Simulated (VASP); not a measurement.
# HfC (rocksalt type) (Fm-3m) in VASP: further runs

HfC (rocksalt type) is run at these levels: PBE; tasks: single point.

All numbers are computed with VASP 6.6.1; they aren't measurements. Logs are shortened: lines on timing, memory, paths and dates and some standing lists are left out, and cuts for length are marked.

## Step 1: The cell of the first run

The structure is cubic, space group Fm-3m (No. 225). Conventional cell: a = 4.282 Å, b = 4.282 Å, c = 4.282 Å, α = 90.00°, β = 90.00°, γ = 90.00°. Hf (site symmetry m-3m) has 6 C at 2.14 Å within 2.8 Å. C (site symmetry m-3m) has 6 Hf at 2.14 Å within 2.8 Å.

## Step 2: Single point, PBE

The input, INCAR:

```
SYSTEM = HfC
PREC = Accurate
ENCUT = 520
EDIFF = 1E-6
ISMEAR = -1
SIGMA = 0.1
LREAL = .FALSE.
LASPH = .TRUE.
NELM = 80
ALGO = Normal
ISIF = 2
LWAVE = .FALSE.
LCHARG = .FALSE.
GGA = PE
NBANDS = 14
```

The input, KPOINTS:

```
regular mesh
0
G
  17 17 17
  0 0 0
```

The input, POSCAR:

```
HfC
1.0
    0.0000000000      2.1412155697      2.1412155697
    2.1412155697      0.0000000000      2.1412155697
    2.1412155697      2.1412155697      0.0000000000
Hf C
1 1
Direct
    0.0000000000      0.0000000000      0.0000000000
    0.5000000000      0.5000000000      0.5000000000
```

Potentials or basis: VASP PAW PBE potentials, release 64 (Hf_pv, C).

Started as:

```bash
$ cat potpaw_PBE.64/Hf_pv/POTCAR potpaw_PBE.64/C/POTCAR > POTCAR
$ mpirun -np 1 vasp_std > vasp.out
```

OUTCAR:

```text
SYSTEM = HfC
   PREC = Accurate
   ENCUT = 520
   EDIFF = 1E-6
   ISMEAR = -1
   LREAL = .FALSE.
   LASPH = .TRUE.
   NELM = 80
   ISIF = 2
   GGA = PE

 ion  position               nearest neighbor table
   1  0.000  0.000  0.000-   2 2.14   2 2.14   2 2.14   2 2.14   2 2.14   2 2.14
   2  0.500  0.500  0.500-   1 2.14   1 2.14   1 2.14   1 2.14   1 2.14   1 2.14

  LATTYP: Found a face centered cubic cell.
 ALAT       =     4.2824311394

  Lattice vectors:

 A1 = (   0.0000000000,   2.1412155697,   2.1412155697)
 A2 = (   2.1412155697,   0.0000000000,   2.1412155697)
 A3 = (   2.1412155697,   2.1412155697,   0.0000000000)

Analysis of symmetry for initial positions (statically):
=====================================================================
 Subroutine PRICEL returns:
 Original cell was already a primitive cell.

 Routine SETGRP: Setting up the symmetry group for a
 face centered cubic supercell.

 Subroutine GETGRP returns: Found 48 space group operations
 (whereof 48 operations were pure point group operations)
 out of a pool of 48 trial point group operations.

The static configuration has the point symmetry O_h .

Analysis of symmetry for dynamics (positions and initial velocities):
=====================================================================
 Subroutine PRICEL returns:
 Original cell was already a primitive cell.

 Routine SETGRP: Setting up the symmetry group for a
 face centered cubic supercell.

 Subroutine GETGRP returns: Found 48 space group operations
 (whereof 48 operations were pure point group operations)
 out of a pool of 48 trial point group operations.

The dynamic configuration has the point symmetry O_h .

 Subroutine INISYM returns: Found 48 space group operations
 (whereof 48 operations are pure point group operations),
 and found     1 'primitive' translations

----------------------------------------------------------------------------------------

                                     Primitive cell

  volume of cell :      19.6341

  direct lattice vectors                    reciprocal lattice vectors
     0.000000000  2.141215570  2.141215570    -0.233512219  0.233512219  0.233512219
     2.141215570  0.000000000  2.141215570     0.233512219 -0.233512219  0.233512219
     2.141215570  2.141215570  0.000000000     0.233512219  0.233512219 -0.233512219

  length of vectors
     3.028136099  3.028136099  3.028136099     0.404455028  0.404455028  0.404455028

[... 89 lines left out ...]
   TEBEG  =    0.0;   TEEND  =   0.0 temperature during run
   PSTRESS=    0.0 pullay stress
   NELECT =      14.0000    total number of electrons
   NUPDOWN=      -1.0000    fix difference up-down
   EMIN   =  10.00;   EMAX   =-10.00  energy-range for DOS
   EFERMI =   0.00;   METHOD = LEGACY
   ISMEAR =    -1;   SIGMA  =   0.10  broadening in eV -4-tet -1-fermi 0-gaus
   EFERMI_NEDOS =   21; number of points for ismear=-14 and -15
   IALGO  =     38    algorithm
   IMIX   =      4    mixing-type and parameters
     AMIX     =   0.40;   BMIX     =  1.00
     AMIX_MAG =   1.60;   BMIX_MAG =  1.00
  volume/ion in A,a.u.               =       9.82        66.25
  Fermi-wavevector in a.u.,A,eV,Ry     =   1.462560  2.763838 29.103987  2.139083
  Thomas-Fermi vector in A             =   2.578759
   LORBIT       =      0    0 simple, 1 ext, 2 COOP (PROOUT), +10 PAW based schemes
   GGA     = PE    functional components
   LHFCALC =     F    Hartree Fock is set to
   AEXX    =    0.0000 exact exchange contribution
   IVDW    =     0    specifies the selected vdW correction
   LEPSILON=     F    determine dielectric tensor
   LRPA    =     F    only Hartree local field effects (RPA)
 non-spin polarized calculation
  energy-cutoff  :      520.00
  volume of cell :       19.63
 maximum number of plane-waves:       538
   NGX = 11   NGY = 11   NGZ = 11

 number of electron      13.9999999 magnetization

 Free energy of the ion-electron system (eV)
  ---------------------------------------------------
  ext. energy  EPLUGINS =         0.00000000
  ---------------------------------------------------
  free energy    TOTEN  =       -19.71897637 eV

  energy without entropy =      -19.71068677  energy(sigma->0) =      -19.71483157

 E-fermi :   8.0581     XC(G=0): -13.5576

 val. band max:        8.0142873414   @ k =   0.4706   0.4118   0.0000
 cond. band min:       8.0976250152   @ k =  -0.4706   0.4706   0.0000
 fundamental gap:      0.0833376739
 Fermi energy:         8.0581417668

 k-point     1 :       0.0000    0.0000    0.0000
  band No.  band energies     occupation
      1     -20.3507      2.00000
      2     -20.3507      2.00000
      3     -20.3507      2.00000
      4      -5.5099      2.00000
      5       9.1580      0.00003
      6       9.1580      0.00003
      7       9.1580      0.00003
      8       9.3927      0.00000
      9       9.3927      0.00000
     10       9.3927      0.00000
     11      12.1779      0.00000
     12      12.1779      0.00000
     13      18.0528      0.00000
     14      19.7381      0.00000
[... 377 lines left out ...]
      1     -20.6997      2.00000
      2     -20.4261      2.00000
      3     -20.3599      2.00000
      4      -4.7097      2.00000
      5       6.5345      2.00000
      6       6.9154      1.99998
      7       7.2544      1.99935
      8       9.9166      0.00000
      9      10.7585      0.00000
     10      11.1246      0.00000
     11      13.8917      0.00000
     12      15.4428      0.00000
     13      19.0859      0.00000
     14      21.7115      0.00000

 [... further k-points ...]

------------------------ aborting loop because EDIFF is reached ----------------------------------------

  FORCE on cell =-STRESS in cart. coord.  units (eV):
  Direction    XX          YY          ZZ          XY          YZ          ZX
  --------------------------------------------------------------------------------------
  -------------------------------------------------------------------------------------
  Total       11.7330040     11.7330040     11.7330040     -0.0000000     -0.0000000     -0.0000000
  in kB      957.4335181    957.4335181    957.4335181     -0.0000000     -0.0000000     -0.0000000
  external PRESSURE =     957.4335181 kB  Pullay stress =       0.0000000 kB

 VOLUME and BASIS-vectors are now :
 -----------------------------------------------------------------------------
  energy-cutoff  :      520.00
  volume of cell :       19.63
      direct lattice vectors                 reciprocal lattice vectors
     0.000000000  2.141215570  2.141215570    -0.233512219  0.233512219  0.233512219
     2.141215570  0.000000000  2.141215570     0.233512219 -0.233512219  0.233512219
     2.141215570  2.141215570  0.000000000     0.233512219  0.233512219 -0.233512219

 POSITION                                       TOTAL-FORCE (eV/Angst)
 -----------------------------------------------------------------------------------
      0.00000      0.00000      0.00000         0.000000      0.000000      0.000000
      2.14122      2.14122      2.14122         0.000000      0.000000      0.000000
 -----------------------------------------------------------------------------------
    total drift:                                0.000000     -0.000000     -0.000000

  FREE ENERGIE OF THE ION-ELECTRON SYSTEM (eV)
  ---------------------------------------------------
  free  energy   TOTEN  =       -19.7189763727 eV

  energy  without entropy=      -19.7106867703  energy(sigma->0) =      -19.71483157
```

OSZICAR:

```text
N       E                     dE             d eps       ncg     rms          rms(c)
DAV:   1     0.280789742290E+02    0.28079E+02   -0.75446E+03  4644   0.987E+02
DAV:   2    -0.213458459146E+02   -0.49425E+02   -0.46626E+02  5810   0.212E+02
DAV:   3    -0.226983499769E+02   -0.13525E+01   -0.13482E+01  5672   0.259E+01
DAV:   4    -0.227022538537E+02   -0.39039E-02   -0.39036E-02  5454   0.173E+00
DAV:   5    -0.227022673772E+02   -0.13523E-04   -0.13524E-04  5646   0.918E-02    0.892E+01
DAV:   6    -0.196518599219E+02    0.30504E+01   -0.99844E+00  5772   0.183E+01    0.605E+01
DAV:   7    -0.197283216984E+02   -0.76462E-01   -0.11268E+00  5682   0.556E+00    0.216E+01
DAV:   8    -0.197211542874E+02    0.71674E-02   -0.46021E-02  5436   0.124E+00    0.144E+00
DAV:   9    -0.197194749928E+02    0.16793E-02   -0.14597E-02  5400   0.659E-01    0.650E-01
DAV:  10    -0.197189715483E+02    0.50344E-03   -0.15109E-03  5526   0.263E-01    0.141E-01
DAV:  11    -0.197189781332E+02   -0.65849E-05   -0.58027E-05  5316   0.647E-02    0.270E-02
DAV:  12    -0.197189760056E+02    0.21276E-05   -0.40575E-06  5622   0.177E-02    0.250E-02
DAV:  13    -0.197189763727E+02   -0.36709E-06   -0.30536E-07  2682   0.469E-03
   1 F= -.19718976E+02 E0= -.19714832E+02  d E =-.828960E-02
```

It took 50 s on 1 thread of Intel Xeon 8259CL, shared host; peak memory 0.18 GiB.

Results:

```
Free energy            : -19.7190 eV
Pressure               : 95.7 GPa
Band gap on the k mesh : zero (bands 7 and 8 overlap by 1.57 eV)
```

Caveat: the cell stands under pressure; spin-orbit coupling is left out, which moves the levels of the heavy elements.

## Step 3: Single point, PBE

The input, INCAR:

```
SYSTEM = HfC
PREC = Accurate ; ENCUT = 520
EDIFF = 1E-6 ; ISMEAR = -1
SIGMA = 0.1 ; LREAL = .FALSE.
LASPH = .TRUE. ; NELM = 100
ALGO = Normal ; ISIF = 2
LWAVE = .FALSE. ; LCHARG = .FALSE.
GGA = PE ; NBANDS = 14
```

The input, KPOINTS:

```
Automatic mesh
0
G
  17 17 17
  0 0 0
```

The input, POSCAR:

```
HfC
1.0
    0.0000000000      2.1413736997      2.1413736997
    2.1413736997      0.0000000000      2.1413736997
    2.1413736997      2.1413736997      0.0000000000
Hf C
1 1
Direct
    0.0000000000      0.0000000000      0.0000000000
    0.5000000000      0.5000000000      0.5000000000
```

Potentials or basis: VASP PAW PBE potentials, release 64 (Hf_pv, C).

Started as:

```bash
$ cat potpaw_PBE.64/Hf_pv/POTCAR potpaw_PBE.64/C/POTCAR > POTCAR
$ mpirun -np 1 vasp_std > vasp.out
```

OUTCAR:

```text
SYSTEM = HfC
   PREC = Accurate
   ENCUT = 520
   EDIFF = 1E-6
   ISMEAR = -1
   LREAL = .FALSE.
   LASPH = .TRUE.
   NELM = 100
   ISIF = 2
   GGA = PE

 ion  position               nearest neighbor table
   1  0.000  0.000  0.000-   2 2.14   2 2.14   2 2.14   2 2.14   2 2.14   2 2.14
   2  0.500  0.500  0.500-   1 2.14   1 2.14   1 2.14   1 2.14   1 2.14   1 2.14

  LATTYP: Found a face centered cubic cell.
 ALAT       =     4.2827473994

  Lattice vectors:

[... 592 lines left out ...]
 [... further k-points ...]

------------------------ aborting loop because EDIFF is reached ----------------------------------------

  FORCE on cell =-STRESS in cart. coord.  units (eV):
  Direction    XX          YY          ZZ          XY          YZ          ZX
  --------------------------------------------------------------------------------------
  -------------------------------------------------------------------------------------
  Total       11.7198445     11.7198445     11.7198445      0.0000000     -0.0000000      0.0000000
  in kB      956.1478265    956.1478265    956.1478265      0.0000000     -0.0000000      0.0000000
  external PRESSURE =     956.1478265 kB  Pullay stress =       0.0000000 kB

 VOLUME and BASIS-vectors are now :
 -----------------------------------------------------------------------------
  energy-cutoff  :      520.00
  volume of cell :       19.64
      direct lattice vectors                 reciprocal lattice vectors
     0.000000000  2.141373700  2.141373700    -0.233494976  0.233494976  0.233494976
     2.141373700  0.000000000  2.141373700     0.233494976 -0.233494976  0.233494976
     2.141373700  2.141373700  0.000000000     0.233494976  0.233494976 -0.233494976

 POSITION                                       TOTAL-FORCE (eV/Angst)
 -----------------------------------------------------------------------------------
      0.00000      0.00000      0.00000        -0.000000     -0.000000     -0.000000
      2.14137      2.14137      2.14137         0.000000      0.000000      0.000000
 -----------------------------------------------------------------------------------
    total drift:                                0.000000     -0.000000     -0.000000

  FREE ENERGIE OF THE ION-ELECTRON SYSTEM (eV)
  ---------------------------------------------------
  free  energy   TOTEN  =       -19.7215801891 eV

  energy  without entropy=      -19.7132879063  energy(sigma->0) =      -19.71743405
```

stdout:

```text
POSCAR found type information on POSCAR HfC
 POSCAR found :  2 types and       2 ions
 scaLAPACK will be used
 LDA part: xc-table for (Slater+PW92), standard interpolation
 POSCAR, INCAR and KPOINTS ok, starting setup
 FFT: planning ... GRIDC
 FFT: planning ... GRID_SOFT
 FFT: planning ... GRID
 WAVECAR not read
 entering main loop
```

Wall time 47 s (1 thread of Intel Xeon 8259CL, shared host); peak memory 0.18 GiB.

Results:

| Item | Value |
| --- | --- |
| Free energy | -19.7216 eV |
| Pressure | 95.6 GPa |
| Band gap on the k mesh | zero (bands 7 and 8 overlap by 1.57 eV) |

Levels at points of the mesh, in eV from the Fermi level:
| k point | band 5 | band 6 | band 7 | band 8 | band 9 | band 10 |
| --- | --- | --- | --- | --- | --- | --- |
| (0.00, 0.00, 0.00) | 1.10 | 1.10 | 1.10 | 1.33 | 1.33 | 1.33 |

Caveat: the cell stands under pressure; spin-orbit coupling is left out, which moves the levels of the heavy elements.

## Step 4: Single point, PBE

This run uses another cell than the first one, of 12.58 Å³/atom.

The input, INCAR:

```
SYSTEM = HfC
PREC     = Accurate       ! precision mode
ENCUT    = 520            ! plane-wave cutoff, eV
EDIFF    = 1E-6           ! SCF threshold, eV
ISMEAR   = -1             ! smearing method
SIGMA    = 0.1            ! smearing width, eV
LREAL    = .FALSE.        ! projectors in reciprocal space
LASPH    = .TRUE.         ! aspherical terms in the spheres
NELM     = 80             ! most SCF steps
ALGO     = Normal         ! electronic algorithm
ISIF     = 2              ! what is computed and relaxed
LWAVE    = .FALSE.        ! write WAVECAR
LCHARG   = .FALSE.        ! write CHGCAR
GGA      = PE             ! functional
NBANDS   = 14             ! bands
```

The input, KPOINTS:

```
regular mesh
0
G
  16 16 16
  0 0 0
```

The input, POSCAR:

```
HfC
1.0
    0.0000000000      2.3255893579      2.3255893579
    2.3255893579      0.0000000000      2.3255893579
    2.3255893579      2.3255893579      0.0000000000
Hf C
1 1
Direct
    0.0000000000      0.0000000000      0.0000000000
    0.5000000000      0.5000000000      0.5000000000
```

Potentials or basis: VASP PAW PBE potentials, release 64 (Hf_pv, C).

Started as:

```bash
$ cat potpaw_PBE.64/Hf_pv/POTCAR potpaw_PBE.64/C/POTCAR > POTCAR
$ mpirun -np 1 vasp_std > vasp.out
```

OUTCAR:

```text
SYSTEM = HfC
   PREC = Accurate
   ENCUT = 520
   EDIFF = 1E-6
   ISMEAR = -1
   LREAL = .FALSE.
   LASPH = .TRUE.
   NELM = 80
   ISIF = 2
   GGA = PE

 ion  position               nearest neighbor table
   1  0.000  0.000  0.000-   2 2.33   2 2.33   2 2.33   2 2.33   2 2.33   2 2.33
   2  0.500  0.500  0.500-   1 2.33   1 2.33   1 2.33   1 2.33   1 2.33   1 2.33

  LATTYP: Found a face centered cubic cell.
 ALAT       =     4.6511787158

  Lattice vectors:

[... 592 lines left out ...]
 [... further k-points ...]

------------------------ aborting loop because EDIFF is reached ----------------------------------------

  FORCE on cell =-STRESS in cart. coord.  units (eV):
  Direction    XX          YY          ZZ          XY          YZ          ZX
  --------------------------------------------------------------------------------------
  -------------------------------------------------------------------------------------
  Total       -0.0988745     -0.0988745     -0.0988745     -0.0000000      0.0000000      0.0000000
  in kB       -6.2974630     -6.2974630     -6.2974630     -0.0000000      0.0000000      0.0000000
  external PRESSURE =      -6.2974630 kB  Pullay stress =       0.0000000 kB

 VOLUME and BASIS-vectors are now :
 -----------------------------------------------------------------------------
  energy-cutoff  :      520.00
  volume of cell :       25.16
      direct lattice vectors                 reciprocal lattice vectors
     0.000000000  2.325589358  2.325589358    -0.214999264  0.214999264  0.214999264
     2.325589358  0.000000000  2.325589358     0.214999264 -0.214999264  0.214999264
     2.325589358  2.325589358  0.000000000     0.214999264  0.214999264 -0.214999264

 POSITION                                       TOTAL-FORCE (eV/Angst)
 -----------------------------------------------------------------------------------
      0.00000      0.00000      0.00000         0.000000     -0.000000      0.000000
      2.32559      2.32559      2.32559        -0.000000      0.000000     -0.000000
 -----------------------------------------------------------------------------------
    total drift:                                0.000000     -0.000000     -0.000000

  FREE ENERGIE OF THE ION-ELECTRON SYSTEM (eV)
  ---------------------------------------------------
  free  energy   TOTEN  =       -21.0502519139 eV

  energy  without entropy=      -21.0405420216  energy(sigma->0) =      -21.04539697
```

stdout:

```text
POSCAR found type information on POSCAR HfC
 POSCAR found :  2 types and       2 ions
 scaLAPACK will be used
 LDA part: xc-table for (Slater+PW92), standard interpolation
 POSCAR, INCAR and KPOINTS ok, starting setup
 FFT: planning ... GRIDC
 FFT: planning ... GRID_SOFT
 FFT: planning ... GRID
 WAVECAR not read
 entering main loop
```

It took 42 s on 1 thread of Intel Xeon 8259CL, shared host; peak memory 0.18 GiB.

What came out:

```yaml
Free_energy: -21.0503 eV
Pressure: -0.6 GPa
Band_gap_on_the_k_mesh: zero (bands 7 and 8 overlap by 1.42 eV)
```

Levels at points of the mesh, in eV from the Fermi level:
| k point | band 5 | band 6 | band 7 | band 8 | band 9 | band 10 |
| --- | --- | --- | --- | --- | --- | --- |
| (0.00, 0.00, 0.00) | 1.01 | 1.01 | 1.01 | 1.40 | 1.40 | 1.40 |
| (0.50, 0.00, 0.00) | -6.12 | -2.97 | -2.97 | 5.32 | 5.32 | 5.79 |
| (0.50, 0.50, 0.00) | -2.58 | -1.76 | -0.09 | -0.09 | 5.32 | 6.74 |

Caveat: spin-orbit coupling is left out, which moves the levels of the heavy elements.
